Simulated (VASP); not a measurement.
# O in VASP: settings compared

O is run at these levels: PBEsol, PBE; tasks: single point.

Everything below comes from runs of VASP 6.6.1. Logs are shortened: lines on timing, memory, paths and dates and some standing lists are left out, and cuts for length are marked.

## 1. The cell of the first run

The typed cell holds 2 atoms: a = 3.301 Å, b = 3.301 Å, c = 4.363 Å, α = 118.30°, β = 118.30°, γ = 60.49°.

## 2. Single point, PBEsol (atoms moved at random)

INCAR

```
SYSTEM = O
ALGO = Normal
EDIFF = 1E-6
ENCUT = 520
GGA = PS
ISIF = 2
ISMEAR = -1
LASPH = .TRUE.
LCHARG = .FALSE.
LREAL = .FALSE.
LWAVE = .FALSE.
NBANDS = 13
NELM = 100
PREC = Accurate
SIGMA = 0.05
```

KPOINTS

```
k-points
0
G
  10 10 7
  0 0 0
```

POSCAR

```
O
1.0
    2.8514028533     -1.6624159400      0.0000000000
    2.8514028533      1.6624159400      0.0000000000
   -2.3944914034      0.0000000000      3.6470501824
O
2
Direct
    0.9759870000      0.9781390000      0.8392170000
    0.0063250000      0.0450590000      0.1663370000
```

Potentials or basis: VASP PAW PBE potentials, release 64 (O).

Run with:

```console
$ cat potpaw_PBE.64/O/POTCAR > POTCAR
$ mpirun -np 1 vasp_std > vasp.out
```

OUTCAR:

```text
SYSTEM = O
   EDIFF = 1E-6
   ENCUT = 520
   GGA = PS
   ISIF = 2
   ISMEAR = -1
   LASPH = .TRUE.
   LREAL = .FALSE.
   NELM = 100
   PREC = Accurate

 ion  position               nearest neighbor table
   1  0.976  0.978  0.839-   2 1.30
   2  0.006  0.045  0.166-   1 1.30

  LATTYP: Found a base centered monoclinic cell.
 ALAT       =     5.7028057066
 B/A-ratio  =     0.5830168607
 C/A-ratio  =     0.7650377976
 COS(beta)  =    -0.5488350190

  Lattice vectors:

 A1 = (   2.8514028533,  -1.6624159400,   0.0000000000)
 A2 = (   2.8514028533,   1.6624159400,   0.0000000000)
 A3 = (  -2.3944914034,   0.0000000000,   3.6470501824)

Analysis of symmetry for initial positions (statically):
=====================================================================
 Subroutine PRICEL returns:
 Original cell was already a primitive cell.

 Routine SETGRP: Setting up the symmetry group for a
 base centered monoclinic supercell.

 Subroutine GETGRP returns: Found  2 space group operations
 (whereof  1 operations were pure point group operations)
 out of a pool of  4 trial point group operations.

The static configuration has the point symmetry C_1 .
 The point group associated with its full space group is S_2 .

Analysis of symmetry for dynamics (positions and initial velocities):
=====================================================================
 Subroutine PRICEL returns:
 Original cell was already a primitive cell.

 Routine SETGRP: Setting up the symmetry group for a
 base centered monoclinic supercell.

 Subroutine GETGRP returns: Found  2 space group operations
 (whereof  1 operations were pure point group operations)
 out of a pool of  4 trial point group operations.

The dynamic configuration has the point symmetry C_1 .
 The point group associated with its full space group is S_2 .

 Subroutine INISYM returns: Found  2 space group operations
 (whereof  1 operations are pure point group operations),
 and found     1 'primitive' translations

----------------------------------------------------------------------------------------

                                     Primitive cell

  volume of cell :      34.5756

  direct lattice vectors                    reciprocal lattice vectors
     2.851402853 -1.662415940  0.000000000     0.175352283 -0.300767087  0.115128532
     2.851402853  1.662415940  0.000000000     0.175352283  0.300767087  0.115128532
    -2.394491403  0.000000000  3.647050182     0.000000000  0.000000000  0.274194198

  length of vectors
     3.300624939  3.300624939  4.362861918     0.366693118  0.366693118  0.274194198

  position of ions in fractional coordinates (direct lattice)
     0.975987000  0.978139000  0.839217000
     0.006325000  0.045059000  0.166337000

  ion indices of the primitive-cell ions
   primitive index   ion index
                 1           1
                 2           2

----------------------------------------------------------------------------------------

 KPOINTS: k-points

Automatic generation of k-mesh.
 Grid dimensions read from file:
 generate k-points for:   10   10    7

 Generating k-lattice:

  Cartesian coordinates                     Fractional coordinates (reciprocal lattice)
     0.017535228 -0.030076709  0.011512853     0.100000000  0.000000000  0.000000000
     0.017535228  0.030076709  0.011512853     0.000000000  0.100000000  0.000000000
     0.000000000  0.000000000  0.039170600     0.000000000  0.000000000  0.142857143

  Length of vectors
     0.036669312  0.036669312  0.039170600

  Shift w.r.t. Gamma in fractional coordinates (k-lattice)
     0.000000000  0.000000000  0.000000000

 Subroutine IBZKPT returns following result:
 ===========================================

 Found    352 irreducible k-points:

 Following reciprocal coordinates:
            Coordinates               Weight
  0.000000  0.000000  0.000000      1.000000
  0.100000 -0.000000  0.000000      2.000000
  0.000000 -0.100000  0.000000      2.000000
  0.200000 -0.000000  0.000000      2.000000
  0.000000 -0.200000  0.000000      2.000000
  0.300000  0.000000  0.000000      2.000000
[... 16 lines left out ...]
 -0.300000  0.100000  0.000000      2.000000
 -0.100000  0.300000 -0.000000      2.000000
 [... further k-points ...]
   k-points           NKPTS =    352   k-points in BZ     NKDIM =    352   number of bands    NBANDS=     13
   number of dos      NEDOS =    301   number of ions     NIONS =      2
   total plane-waves  NPLWV =  25088
   dimension x,y,z NGX =    28 NGY =   28 NGZ =   32
   dimension x,y,z NGXF=    56 NGYF=   56 NGZF=   64
   ions per type =               2
   NGX,Y,Z   is equivalent  to a cutoff of  14.10, 14.10, 12.19 a.u.
   NGXF,Y,Z  is equivalent  to a cutoff of  28.21, 28.21, 24.39 a.u.
 SYSTEM =  O
   PREC   = accura    normal or accurate (medium, high low for compatibility)
   ISTART =      0    job   : 0-new  1-cont  2-samecut
   ICHARG =      2    charge: 1-file 2-atom 10-const
[... 60 lines left out ...]

 k-point     1 :       0.0000    0.0000    0.0000
  band No.  band energies     occupation
      1     -26.8178      2.00000
      2     -16.0442      2.00000
      3      -9.4370      2.00000
      4      -7.4314      2.00000
      5      -7.3832      2.00000
      6      -2.4593      1.85920
      7      -2.1561      0.05952
      8       4.8398      0.00000
      9       6.1742      0.00000
     10      12.6955      0.00000
     11      13.3246      0.00000
     12      16.2490      0.00000
     13      17.4840      0.00000

 k-point     2 :       0.1000   -0.0000    0.0000
  band No.  band energies     occupation
      1     -26.8044      2.00000
      2     -16.0479      2.00000
      3      -9.4187      2.00000
      4      -7.5249      2.00000
      5      -7.4108      2.00000
      6      -2.4365      1.78645
      7      -2.1908      0.11572
      8       5.0718      0.00000
      9       6.1690      0.00000
     10      12.2923      0.00000
     11      13.8547      0.00000
     12      15.4218      0.00000
     13      17.0702      0.00000

 k-point     3 :       0.0000   -0.1000    0.0000
  band No.  band energies     occupation
      1     -26.8046      2.00000
      2     -16.0488      2.00000
      3      -9.4130      2.00000
      4      -7.5240      2.00000
      5      -7.4081      2.00000
      6      -2.4477      1.82549
      7      -2.1932      0.12122
      8       5.0632      0.00000
      9       6.1741      0.00000
     10      12.2927      0.00000
     11      13.8998      0.00000
     12      15.4770      0.00000
     13      16.9532      0.00000

 k-point     4 :       0.2000   -0.0000    0.0000
  band No.  band energies     occupation
      1     -26.7694      2.00000
      2     -16.0572      2.00000
      3      -9.3637      2.00000
      4      -7.7962      2.00000
      5      -7.4553      2.00000
      6      -2.4028      1.61986
      7      -2.2560      0.36908
      8       5.7052      0.00000
      9       6.1677      0.00000
     10      11.9543      0.00000
     11      13.3607      0.00000
     12      15.3215      0.00000
     13      15.8868      0.00000

 k-point     5 :       0.0000   -0.2000    0.0000
  band No.  band energies     occupation
      1     -26.7700      2.00000
      2     -16.0601      2.00000
      3      -9.3438      2.00000
      4      -7.7896      2.00000
      5      -7.4493      2.00000
      6      -2.4411      1.80323
      7      -2.2647      0.42430
      8       5.6263      0.00000
      9       6.2316      0.00000
     10      11.9575      0.00000
     11      13.5863      0.00000
     12      15.2111      0.00000
     13      15.7867      0.00000
[... 257 lines left out ...]
 k-point    22 :      -0.1000    0.4000    0.0000
  band No.  band energies     occupation
      1     -26.6788      2.00000
      2     -16.0866      2.00000
      3      -9.0339      2.00000
      4      -8.5096      2.00000
      5      -7.6341      2.00000
      6      -2.6144      1.99322
      7      -2.2410      0.28708
      8       5.9493      0.00000
      9       8.2048      0.00000
     10      10.1571      0.00000
     11      12.6226      0.00000
     12      13.9111      0.00000
     13      15.7568      0.00000

 k-point    23 :      -0.3000    0.1000    0.0000
  band No.  band energies     occupation
      1     -26.7048      2.00000
      2     -16.0595      2.00000
      3      -9.2161      2.00000
      4      -8.2410      2.00000
      5      -7.6199      2.00000
      6      -2.5298      1.96367
      7      -2.2634      0.41578
      8       6.1004      0.00000
      9       7.1150      0.00000
     10      11.1517      0.00000
     11      13.4481      0.00000
     12      13.5059      0.00000
     13      15.6144      0.00000

 k-point    24 :      -0.1000    0.3000   -0.0000
  band No.  band energies     occupation
      1     -26.7058      2.00000
      2     -16.0637      2.00000
      3      -9.1874      2.00000
      4      -8.2268      2.00000
      5      -7.6129      2.00000
      6      -2.5695      1.98341
      7      -2.2938      0.65029
      8       5.9946      0.00000
      9       7.1922      0.00000
     10      11.2386      0.00000
     11      13.3629      0.00000
     12      13.6387      0.00000
     13      15.5237      0.00000

 [... further k-points ...]
[... 5 lines left out ...]
  --------------------------------------------------------------------------------------
  -------------------------------------------------------------------------------------
  Total       -0.8198790     -0.8120456     -5.0051429      0.0912514     -0.2336830      1.9226942
  in kB      -37.9918429    -37.6288522   -231.9300665      4.2284374    -10.8284844     89.0944799
  external PRESSURE =    -102.5169206 kB  Pullay stress =       0.0000000 kB

 VOLUME and BASIS-vectors are now :
 -----------------------------------------------------------------------------
  energy-cutoff  :      520.00
  volume of cell :       34.58
      direct lattice vectors                 reciprocal lattice vectors
     2.851402853 -1.662415940  0.000000000     0.175352283 -0.300767087  0.115128532
     2.851402853  1.662415940  0.000000000     0.175352283  0.300767087  0.115128532
    -2.394491403  0.000000000  3.647050182     0.000000000  0.000000000  0.274194198

 POSITION                                       TOTAL-FORCE (eV/Angst)
 -----------------------------------------------------------------------------------
      3.56250      0.00358      3.06067        -1.635333      0.217496      3.583781
     -0.25178      0.06439      0.60664         1.635333     -0.217496     -3.583781
 -----------------------------------------------------------------------------------
    total drift:                               -0.000003      0.000004      0.000028

  FREE ENERGIE OF THE ION-ELECTRON SYSTEM (eV)
  ---------------------------------------------------
  free  energy   TOTEN  =        -9.3472768426 eV

  energy  without entropy=       -9.2952963875  energy(sigma->0) =       -9.32128662
```

Run time: 3.1 min. Hardware: 1 thread of Intel Xeon 8259CL, shared host; peak memory 0.24 GiB.

What came out:

```yaml
Free_energy: -9.3473 eV
Pressure: -10.3 GPa
Largest_force: 3.945 eV/Å
Band_gap_on_the_k_mesh: zero (bands 6 and 7 overlap by 0.29 eV)
```

Forces in eV/Å, atoms in the order of the input:
```
O   -1.635  0.217  3.584
O    1.635 -0.217 -3.584
```

Stress tensor (GPa, compression positive):
```
 -3.80   0.42   8.91
  0.42  -3.76  -1.08
  8.91  -1.08 -23.19
```

Caveat: the cell differs from its parent crystal (atoms moved at random); spin is off for a triplet molecule; the cell stands under tension; this functional lacks dispersion, which holds the molecules together, so the pressure and a relaxed volume are unreliable; the PAW data sets were made with another functional, which shifts forces and pressure a little.

## 3. Single point, PBE (16.25 Å³/atom)

This run uses another cell than the first one, of 16.25 Å³/atom.

INCAR

```
SYSTEM = O
  PREC = Accurate
  ENCUT = 520
  EDIFF = 1E-6
  ISMEAR = -1
  SIGMA = 0.05
  LREAL = .False.
  LASPH = .True.
  NELM = 100
  ALGO = Normal
  ISIF = 2
  LWAVE = .False.
  LCHARG = .True.
  GGA = PE
  LELF = .True.
  LVHAR = .True.
  NBANDS = 13
```

KPOINTS

```
Automatic mesh
0
Gamma
  10 10 7
  0 0 0
```

POSCAR

```
O
1.0
    2.7931946254     -1.6284795617      0.0000000000
    2.7931946254      1.6284795617      0.0000000000
   -2.3456105162      0.0000000000      3.5725996965
O
2
Direct
    0.9745461700      0.9745461700      0.8444259800
    0.0254538300      0.0254538300      0.1555740200
```

Potentials or basis: VASP PAW PBE potentials, release 64 (O).

Run with:

```console
$ cat potpaw_PBE.64/O/POTCAR > POTCAR
$ mpirun -np 1 vasp_std > vasp.out
```

Run time: 24 s. Hardware: 1 thread of Intel Xeon Platinum 8488C (Sapphire Rapids), shared host; peak memory 0.18 GiB.

Results (log left out):

```
Free energy            : -9.0430 eV
Pressure               : 3.9 GPa
Largest force          : 2.929 eV/Å
Band gap on the k mesh : zero (bands 6 and 7 overlap by 0.31 eV)
```

Forces in eV/Å, atoms in the order of the input:
```
O    0.915  0.000 -2.783
O   -0.915  0.000  2.783
```

Stress tensor (GPa, compression positive):
```
 2.72  0.00 -4.93
 0.00 -3.57  0.00
-4.93  0.00 12.50
```

Levels at points of the mesh, in eV from the Fermi level:
```tsv
k point	band 2	band 3	band 4	band 5	band 6	band 7	band 8	band 9	band 10	band 11
(0.00, 0.00, 0.00)	-13.75	-8.15	-6.65	-6.61	-0.11	0.21	6.81	11.25	14.47	15.75
(0.50, 0.00, 0.00)	-13.78	-7.87	-7.58	-6.79	-0.31	0.14	10.06	11.38	11.42	15.15
(0.50, 0.50, 0.00)	-14.00	-7.77	-7.33	-7.03	-0.03	0.41	10.40	10.66	11.67	12.74
```

Caveat: the standard files for N, O and F lose accuracy on very short bonds; spin is off for a triplet molecule; the cell stands under pressure; this functional lacks dispersion, which holds the molecules together, so the pressure and a relaxed volume are unreliable; forces of over 1 eV/Å act on the atoms, so gaps and moduli don't describe the material at rest.

## 4. Single point, PBE (16.60 Å³/atom)

This run uses another cell than the first one, of 16.60 Å³/atom.

Changes to INCAR since step 3:

```diff
@@ -12,6 +12,4 @@
   LWAVE = .False.
-  LCHARG = .True.
+  LCHARG = .False.
   GGA = PE
-  LELF = .True.
-  LVHAR = .True.
   NBANDS = 13
```

KPOINTS is that of step 3.

POSCAR

```
O
1.0
    2.8128656582     -1.6399481055      0.0000000000
    2.8128656582      1.6399481055      0.0000000000
   -2.3621294444      0.0000000000      3.5977596782
O
2
Direct
    0.9745461700      0.9745461700      0.8444259800
    0.0254538300      0.0254538300      0.1555740200
```

Run with:

```console
$ cat potpaw_PBE.64/O/POTCAR > POTCAR
$ mpirun -np 1 vasp_std > vasp.out
```

Wall time 24 s (1 thread of Intel Xeon Platinum 8488C (Sapphire Rapids), shared host); peak memory 0.18 GiB.

The run converged. Its results:

```yaml
Free_energy: -9.0579 eV
Pressure: 2.4 GPa
Largest_force: 2.184 eV/Å
Band_gap_on_the_k_mesh: zero (bands 6 and 7 overlap by 0.30 eV)
```

Forces on the atoms (eV/Å):
```
O    0.645  0.000 -2.086
O   -0.645  0.000  2.086
```

Stress tensor (GPa, compression positive):
```
 1.98  0.00 -3.42
 0.00 -3.45  0.00
-3.42  0.00  8.58
```

Levels at points of the mesh, in eV from the Fermi level:
```csv
k point,band 4,band 5,band 6,band 7,band 8,band 9
"(0.00, 0.00, 0.00)",-6.52,-6.48,-0.10,0.20,6.78,10.98
"(0.50, 0.00, 0.00)",-7.48,-6.65,-0.30,0.14,9.99,11.15
"(0.50, 0.50, 0.00)",-7.24,-6.88,-0.02,0.40,10.18,10.67
```

Caveat: the standard files for N, O and F lose accuracy on very short bonds; spin is off for a triplet molecule; this functional lacks dispersion, which holds the molecules together, so the pressure and a relaxed volume are unreliable; forces of over 1 eV/Å act on the atoms, so gaps and moduli don't describe the material at rest.

## 5. Single point, PBE (17.63 Å³/atom)

This run uses another cell than the first one, of 17.63 Å³/atom.

INCAR

```
ALGO = Normal
EDIFF = 1E-6
ENCUT = 520
GGA = PE
ISIF = 2
ISMEAR = -1
LASPH = T
LCHARG = F
LREAL = F
LWAVE = F
NBANDS = 13
NELM = 100
PREC = Accurate
SIGMA = 0.05
```

KPOINTS

```
k-points
0
Gamma
  10 10 7
```

POSCAR

```
O
1.0
    2.8702868662     -1.6734256379      0.0000000000
    2.8702868662      1.6734256379      0.0000000000
   -2.4103494245      0.0000000000      3.6712035365
O
2
Direct
    0.9745461700      0.9745461700      0.8444259800
    0.0254538300      0.0254538300      0.1555740200
```

Run with:

```console
$ cat potpaw_PBE.64/O/POTCAR > POTCAR
$ mpirun -np 1 vasp_std > vasp.out
```

Run time: 41 s. Hardware: 1 thread of Intel Xeon Platinum 8488C (Sapphire Rapids), shared host; peak memory 0.21 GiB.

It converged, with:

| Item | Value |
| --- | --- |
| Free energy | -9.0673 eV |
| Pressure | -1.3 GPa |
| Largest force | 0.286 eV/Å |
| Band gap on the k mesh | zero (bands 6 and 7 overlap by 0.26 eV) |

Forces in eV/Å, atoms in the order of the input:
```
O   -0.055  0.000 -0.281
O    0.055  0.000  0.281
```

Stress tensor (GPa, compression positive):
```
 0.17  0.00  0.31
 0.00 -3.10  0.00
 0.31  0.00 -1.08
```

Levels at points of the mesh, in eV from the Fermi level:
```
           k point  band 3  band 4  band 5  band 6  band 7  band 8  band 9  band 10
(0.00, 0.00, 0.00)   -7.68   -6.13   -6.10   -0.09    0.18    6.70   10.22    14.23
(0.50, 0.00, 0.00)   -7.22   -7.20   -6.25   -0.26    0.12    9.67   10.63    11.24
(0.50, 0.50, 0.00)   -7.12   -7.01   -6.46   -0.01    0.35    9.54   10.68    11.55
```

Caveat: the standard files for N, O and F lose accuracy on very short bonds; spin is off for a triplet molecule; this functional lacks dispersion, which holds the molecules together, so the pressure and a relaxed volume are unreliable.

## 6. Summary

```csv
level,cell,gap on the mesh (eV),pressure (GPa),largest force (eV/Å)
PBEsol,"a = 3.301, b = 3.301, c = 4.363 Å, angles 118.3, 118.3, 60.5°, 2 atoms, atomic positions A",none,-10.3,3.95
PBE,"a = 3.233, b = 3.233, c = 4.274 Å, angles 118.3, 118.3, 60.5°, 2 atoms, atomic positions B",none,3.9,2.93
PBE,"a = 3.256, b = 3.256, c = 4.304 Å, angles 118.3, 118.3, 60.5°, 2 atoms, atomic positions B",none,2.4,2.18
PBE,"a = 3.322, b = 3.322, c = 4.392 Å, angles 118.3, 118.3, 60.5°, 2 atoms, atomic positions B",none,-1.3,0.29
```

Alike in all rows: task single point; potentials or basis VASP PAW PBE potentials, release 64 (O); no spin polarisation; k mesh 10 × 10 × 7; cutoff (eV) 520; smearing fermi-dirac 0.05 eV.

Caveats: spin is off for a triplet molecule; this functional lacks dispersion, which holds the molecules together, so the pressure and a relaxed volume are unreliable; the standard files for N, O and F lose accuracy on very short bonds (at least some runs); forces of over 1 eV/Å act on the atoms, so gaps and moduli don't describe the material at rest (at least some runs); the cell stands under tension (at least some runs); the PAW data sets were made with another functional, which shifts forces and pressure a little (at least some runs); the cell stands under pressure (at least some runs).

Total energies depend on the potentials used, so only differences within one code and one set of settings carry meaning.
